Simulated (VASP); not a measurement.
Set up this calculation in VASP 6.6.1, as the native input.

```yaml
Task: single point
Functional: PBE
Dispersion: D3(BJ)
Potentials_or_basis: VASP PAW PBE potentials, release 64 (C, O)
Cutoff: 520 eV
k_mesh: 6 × 6 × 1
Occupations: gaussian, width 0.05 eV
Spin: no spin polarisation
Dipole_correction: yes
Further_INCAR_settings: LREAL = Auto; ALGO = Normal; EDIFF = 1e-07; NBANDS = 52
```

The structure of C17O lies in POSCAR:

```
C17O
1.0
    4.9298867130      0.0000000000      0.0000000000
   -0.0081547558      4.4132984516      0.0000000000
    0.0000000000      0.0000000000     23.6650337471
C O
17 1
Direct
    0.3745684085      0.7405378974      0.1690257467
    0.8745684085      0.7405378974      0.1690257467
    0.1243974091      0.6365956441      0.1920114160
    0.6243974091      0.6365956441      0.1920114160
    0.1240513173      0.4291046681      0.2380452569
    0.6240513173      0.4291046681      0.2380452569
    0.3738803179      0.3251624149      0.2610309261
    0.8738803179      0.3251624149      0.2610309261
    0.3735338584      0.1126520408      0.3070664644
    0.8735338584      0.1126520408      0.3070664644
    0.1233638388      0.0072945126      0.3289983678
    0.6233638388      0.0072945126      0.3289983678
    0.1229920122      0.7810454900      0.3748118563
    0.6229920122      0.7810454900      0.3748118563
    0.3728273188      0.6826774530      0.3936201337
    0.8728273188      0.6826774530      0.3936201337
    0.7478273188      0.6826774530      0.5563074149
    0.7478273188      0.6826774530      0.5077125127
```

One way to write it, as run:

INCAR

```
ALGO = Normal
DIPOL = 0.5 0.5 0.311
EDIFF = 1E-7
ENCUT = 520
GGA = PE
IDIPOL = 3
ISIF = 2
ISMEAR = 0
IVDW = 12
LASPH = T
LCHARG = F
LDIPOL = T
LREAL = Auto
LWAVE = F
NBANDS = 52
NELM = 60
PREC = Accurate
SIGMA = 0.05
```

KPOINTS

```
k-points
0
Gamma
  6 6 1
```

Potentials or basis: VASP PAW PBE potentials, release 64 (C, O).

The run is started by

```sh
$ cat potpaw_PBE.64/C/POTCAR potpaw_PBE.64/O/POTCAR > POTCAR
$ mpirun -np 1 vasp_std > vasp.out
```

It gave:

The largest force is 2.972 eV/Å, the band gap on the k mesh is zero (bands 37 and 38 overlap by 0.05 eV) and the dispersion energy per atom is -0.109 eV.

Run time: 49 min on 1 thread of Oxide Virtual Turin-like Processor, with other jobs on the host, peak memory 0.69 GiB.
